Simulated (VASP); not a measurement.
# Hf5Ta in VASP: single point with PBEsol

Aim: the single point of Hf5Ta with PBEsol.

All numbers are computed with VASP 6.6.1; they aren't measurements. Logs are shortened: lines on timing, memory, paths and dates and some standing lists are left out, and cuts for length are marked.

### Step 1. The cell of the first run

The cell holds a slab with vacuum, 6 atoms: a = 3.159 Å, b = 4.999 Å, c = 22.383 Å, α = 90.00°, β = 90.00°, γ = 90.00°.

### Step 2. Single point, PBEsol

File INCAR:

```
PREC = Accurate
ENCUT = 520
EDIFF = 1E-7
ISMEAR = -1
SIGMA = 0.05
LREAL = F
LASPH = T
NELM = 100
ALGO = Normal
ISIF = 2
LWAVE = F
LCHARG = F
LDIPOL = T
IDIPOL = 3
DIPOL = 0.5 0.5 0.500
GGA = PS
NBANDS = 40
```

File KPOINTS:

```
Automatic mesh
0
Gamma
  10 7 1
```

File POSCAR:

```
Hf5Ta
1.0
    3.1588656729      0.0000000000      0.0000000000
    0.0000000000      4.9986711415      0.0000000000
    0.0000000000      0.0000000000     22.3832000000
Ta Hf
1 5
Direct
    0.7500000000      0.7500000000      0.3623767524
    0.2500000000      0.2500000000      0.4013869577
    0.2500000000      0.7500000000      0.4781961931
    0.7500000000      0.2500000000      0.5218038067
    0.7500000000      0.7500000000      0.5986130559
    0.2500000000      0.2500000000      0.6376232342
```

Potentials or basis: VASP PAW PBE potentials, release 64 (Ta_pv, Hf_pv).

Run with:

```console
> cat potpaw_PBE.64/Ta_pv/POTCAR potpaw_PBE.64/Hf_pv/POTCAR > POTCAR
> mpirun -np 1 vasp_std > vasp.out
```

OUTCAR:

```text
PREC = Accurate
   ENCUT = 520
   EDIFF = 1E-7
   ISMEAR = -1
   LREAL = F
   LASPH = T
   NELM = 100
   ISIF = 2
   GGA = PS

 ion  position               nearest neighbor table
   1  0.750  0.750  0.362-   3 3.04   3 3.04   2 3.08   2 3.08   2 3.08   2 3.08
   2  0.250  0.250  0.401-   3 3.03   3 3.03   1 3.08   1 3.08   1 3.08   1 3.08   4 3.12   4 3.12

   3  0.250  0.750  0.478-   2 3.03   2 3.03   1 3.04   1 3.04   4 3.11   4 3.11   4 3.11   4 3.11
                             5 3.12   5 3.12
   4  0.750  0.250  0.522-   5 3.03   5 3.03   6 3.04   6 3.04   3 3.11   3 3.11   3 3.11   3 3.11
                             2 3.12   2 3.12
   5  0.750  0.750  0.599-   4 3.03   4 3.03   6 3.08   6 3.08   6 3.08   6 3.08   3 3.12   3 3.12

   6  0.250  0.250  0.638-   4 3.04   4 3.04   5 3.08   5 3.08   5 3.08   5 3.08

  LATTYP: Found a simple orthorhombic cell.
 ALAT       =     3.1588656729
 B/A-ratio  =     1.5824259906
 C/A-ratio  =     7.0858347007

  Lattice vectors:

 A1 = (   3.1588656729,   0.0000000000,   0.0000000000)
 A2 = (   0.0000000000,   4.9986711415,   0.0000000000)
 A3 = (   0.0000000000,   0.0000000000,  22.3832000000)

Analysis of symmetry for initial positions (statically):
=====================================================================
 Subroutine PRICEL returns:
 Original cell was already a primitive cell.

 Routine SETGRP: Setting up the symmetry group for a
 simple orthorhombic supercell.

 Subroutine GETGRP returns: Found  4 space group operations
 (whereof  1 operations were pure point group operations)
 out of a pool of  8 trial point group operations.

The static configuration has the point symmetry C_1 .
 The point group associated with its full space group is C_2v.

Analysis of symmetry for dynamics (positions and initial velocities):
=====================================================================
 Subroutine PRICEL returns:
 Original cell was already a primitive cell.

 Routine SETGRP: Setting up the symmetry group for a
 simple orthorhombic supercell.

 Subroutine GETGRP returns: Found  4 space group operations
 (whereof  1 operations were pure point group operations)
 out of a pool of  8 trial point group operations.

The dynamic configuration has the point symmetry C_1 .
 The point group associated with its full space group is C_2v.

 Subroutine INISYM returns: Found  4 space group operations
 (whereof  1 operations are pure point group operations),
 and found     1 'primitive' translations

----------------------------------------------------------------------------------------

                                     Primitive cell

  volume of cell :     353.4337

  direct lattice vectors                    reciprocal lattice vectors
     3.158865673  0.000000000  0.000000000     0.316569333  0.000000000  0.000000000
     0.000000000  4.998671142  0.000000000     0.000000000  0.200053168  0.000000000
     0.000000000  0.000000000 22.383200000     0.000000000  0.000000000  0.044676364

  length of vectors
     3.158865673  4.998671142 22.383200000     0.316569333  0.200053168  0.044676364

  position of ions in fractional coordinates (direct lattice)
     0.750000000  0.750000000  0.362376752
     0.250000000  0.250000000  0.401386958
     0.250000000  0.750000000  0.478196193
     0.750000000  0.250000000  0.521803807
     0.750000000  0.750000000  0.598613056
     0.250000000  0.250000000  0.637623234

  ion indices of the primitive-cell ions
   primitive index   ion index
                 1           1
                 2           2
                 3           3
                 4           4
                 5           5
                 6           6

----------------------------------------------------------------------------------------

 KPOINTS: Automatic mesh

Automatic generation of k-mesh.
 Grid dimensions read from file:
 generate k-points for:   10    7    1

 Generating k-lattice:

  Cartesian coordinates                     Fractional coordinates (reciprocal lattice)
     0.031656933  0.000000000  0.000000000     0.100000000  0.000000000  0.000000000
     0.000000000  0.028579024  0.000000000     0.000000000  0.142857143  0.000000000
     0.000000000  0.000000000  0.044676364     0.000000000  0.000000000  1.000000000

  Length of vectors
     0.031656933  0.028579024  0.044676364

  Shift w.r.t. Gamma in fractional coordinates (k-lattice)
     0.000000000  0.000000000  0.000000000

 Subroutine IBZKPT returns following result:
 ===========================================

 Found     24 irreducible k-points:

 Following reciprocal coordinates:
            Coordinates               Weight
  0.000000  0.000000  0.000000      1.000000
  0.100000  0.000000  0.000000      2.000000
  0.200000  0.000000  0.000000      2.000000
  0.300000  0.000000  0.000000      2.000000
  0.400000  0.000000  0.000000      2.000000
  0.500000  0.000000  0.000000      1.000000
[... 16 lines left out ...]
  0.400000  0.428571  0.000000      4.000000
  0.500000  0.428571  0.000000      2.000000
   k-points           NKPTS =     24   k-points in BZ     NKDIM =     24   number of bands    NBANDS=     40
   number of dos      NEDOS =    301   number of ions     NIONS =      6
   total plane-waves  NPLWV = 161280
   dimension x,y,z NGX =    24 NGY =   40 NGZ =  168
   dimension x,y,z NGXF=    48 NGYF=   80 NGZF=  336
   ions per type =               1   5
   NGX,Y,Z   is equivalent  to a cutoff of  12.63, 13.30, 12.48 a.u.
   NGXF,Y,Z  is equivalent  to a cutoff of  25.26, 26.61, 24.96 a.u.
 SYSTEM =  unknown system
   PREC   = accura    normal or accurate (medium, high low for compatibility)
   ISTART =      0    job   : 0-new  1-cont  2-samecut
   ICHARG =      2    charge: 1-file 2-atom 10-const
   ISPIN  =      1    spin polarized calculation?
   LNONCOLLINEAR =      F non collinear calculations
   LSORBIT =      F    spin-orbit coupling
   LASPH  =      T    aspherical Exc in radial PAW
   ENCUT  =  520.0 eV  38.22 Ry    6.18 a.u.   5.87  9.29 41.62*2*pi/ulx,y,z
   NELM   =    100;   NELMIN=  2; NELMDL= -5     # of ELM steps
   EDIFF  = 0.1E-06   stopping-criterion for ELM
   LREAL  =      F    real-space projection
   EDIFFG = 0.1E-05   stopping-criterion for IOM
   NSW    =      0    number of steps for IOM
   IBRION =     -1    ionic relax: 0-MD 1-quasi-New 2-CG
   NFREE  =      0    steps in history (QN), initial steepest desc. (CG)
   ISIF   =      2    stress and relaxation
   ISYM   =      2    0-nonsym 1-usesym 2-fastsym
   POTIM  = 0.5000    time-step for ionic-motion
   TEBEG  =    0.0;   TEEND  =   0.0 temperature during run
   PSTRESS=    0.0 pullay stress
   NELECT =      61.0000    total number of electrons
   NUPDOWN=      -1.0000    fix difference up-down
   EMIN   =  10.00;   EMAX   =-10.00  energy-range for DOS
   EFERMI =   0.00;   METHOD = LEGACY
   ISMEAR =    -1;   SIGMA  =   0.05  broadening in eV -4-tet -1-fermi 0-gaus
   EFERMI_NEDOS =   21; number of points for ismear=-14 and -15
   IALGO  =     38    algorithm
   IMIX   =      4    mixing-type and parameters
     AMIX     =   0.40;   BMIX     =  1.00
     AMIX_MAG =   1.60;   BMIX_MAG =  1.00
  volume/ion in A,a.u.               =      58.91       397.51
  Fermi-wavevector in a.u.,A,eV,Ry     =   0.911483  1.722454 11.303750  0.830802
  Thomas-Fermi vector in A             =   2.035768
   LORBIT       =      0    0 simple, 1 ext, 2 COOP (PROOUT), +10 PAW based schemes
   GGA     = PS    functional components
   LHFCALC =     F    Hartree Fock is set to
   AEXX    =    0.0000 exact exchange contribution
   IVDW    =     0    specifies the selected vdW correction
   LEPSILON=     F    determine dielectric tensor
   LRPA    =     F    only Hartree local field effects (RPA)
 non-spin polarized calculation
  energy-cutoff  :      520.00
  volume of cell :      353.43
 maximum number of plane-waves:      9584
 NGX is ok and might be reduce to    24
   NGX = 11   NGY = 19   NGZ = 83

 dipolmoment           0.000000      0.000000      0.003927 electrons x Angstroem

 number of electron      60.9999986 magnetization

 dipolmoment           0.000000      0.000000     -0.036614 electrons x Angstroem

 Free energy of the ion-electron system (eV)
  ---------------------------------------------------
  ext. energy  EPLUGINS =         0.00000000
  ---------------------------------------------------
  free energy    TOTEN  =       -60.11738554 eV

  energy without entropy =      -60.04268850  energy(sigma->0) =      -60.08003702

 E-fermi :  -0.7403     XC(G=0):  -5.1399

 val. band max:       -0.7468317403   @ k =   0.4000   0.4286   0.0000
 cond. band min:      -0.7285133207   @ k =   0.5000   0.2857   0.0000
 fundamental gap:      0.0183184197
 Fermi energy:        -0.7402718509

 k-point     1 :       0.0000    0.0000    0.0000
  band No.  band energies     occupation
      1     -35.4881      2.00000
      2     -35.3092      2.00000
      3     -35.0523      2.00000
      4     -31.8426      2.00000
      5     -31.8320      2.00000
      6     -31.5497      2.00000
[... 32 lines left out ...]
     39       0.9059      0.00000
     40       0.9281      0.00000

 k-point     2 :       0.1000    0.0000    0.0000
  band No.  band energies     occupation
      1     -35.4851      2.00000
      2     -35.3049      2.00000
      3     -35.0819      2.00000
      4     -31.8354      2.00000
      5     -31.8128      2.00000
      6     -31.5366      2.00000
[... 935 lines left out ...]
     39       1.2229      0.00000
     40       1.4037      0.00000

 k-point    24 :       0.5000    0.4286    0.0000
  band No.  band energies     occupation
      1     -35.4553      2.00000
      2     -35.3617      2.00000
      3     -35.2717      2.00000
      4     -31.8513      2.00000
      5     -31.7912      2.00000
      6     -31.7524      2.00000
[... 32 lines left out ...]
     39       1.2176      0.00000
     40       1.5876      0.00000

------------------------ aborting loop because EDIFF is reached ----------------------------------------

 vacuum level on the upper side and lower side of the slab       (xc-potential included)        -0.316         0.080

  FORCE on cell =-STRESS in cart. coord.  units (eV):
  Direction    XX          YY          ZZ          XY          YZ          ZX
  --------------------------------------------------------------------------------------
  -------------------------------------------------------------------------------------
  Total       -8.3103018     -4.2274046     -2.5042421      0.0000000      0.0000000      0.0000000
  in kB      -37.6720697    -19.1635737    -11.3521727      0.0000000      0.0000000      0.0000000
  external PRESSURE =     -22.7292720 kB  Pullay stress =       0.0000000 kB

 VOLUME and BASIS-vectors are now :
 -----------------------------------------------------------------------------
  energy-cutoff  :      520.00
  volume of cell :      353.43
      direct lattice vectors                 reciprocal lattice vectors
     3.158865673  0.000000000  0.000000000     0.316569333  0.000000000  0.000000000
     0.000000000  4.998671142  0.000000000     0.000000000  0.200053168  0.000000000
     0.000000000  0.000000000 22.383200000     0.000000000  0.000000000  0.044676364

 POSITION                                       TOTAL-FORCE (eV/Angst)
 -----------------------------------------------------------------------------------
      2.36915      3.74900      8.11115         0.000000      0.000000      1.457878
      0.78972      1.24967      8.98432         0.000000      0.000000     -0.891460
      0.78972      3.74900     10.70356         0.000000      0.000000     -0.626228
      2.36915      1.24967     11.67964         0.000000      0.000000      0.185542
      2.36915      3.74900     13.39888         0.000000      0.000000     -0.038230
      0.78972      1.24967     14.27205         0.000000      0.000000     -0.087503
 -----------------------------------------------------------------------------------
    total drift:                                0.000000     -0.000000     -0.000255

  FREE ENERGIE OF THE ION-ELECTRON SYSTEM (eV)
  ---------------------------------------------------
  free  energy   TOTEN  =       -60.1173855387 eV

  energy  without entropy=      -60.0426884972  energy(sigma->0) =      -60.08003702

 vacuum level on the upper side and lower side of the slab         3.126         3.532
```

Wall time 22 min (1 thread of AMD EPYC 9755, shared host); peak memory 0.55 GiB.

Results:

| Item | Value |
| --- | --- |
| Free energy | -60.1174 eV |
| Largest force | 1.458 eV/Å |
| Band gap on the k mesh | zero (an odd number of electrons rules out a gap without spin polarisation) |

Forces on the atoms (eV/Å):
```
Ta   0.000  0.000  1.458
Hf   0.000  0.000 -0.891
Hf   0.000  0.000 -0.626
Hf   0.000  0.000  0.186
Hf   0.000  0.000 -0.038
Hf   0.000  0.000 -0.088
```

Caveat: the PAW data sets were made with another functional, which shifts forces and pressure a little; spin-orbit coupling is left out, which moves the levels of the heavy elements.
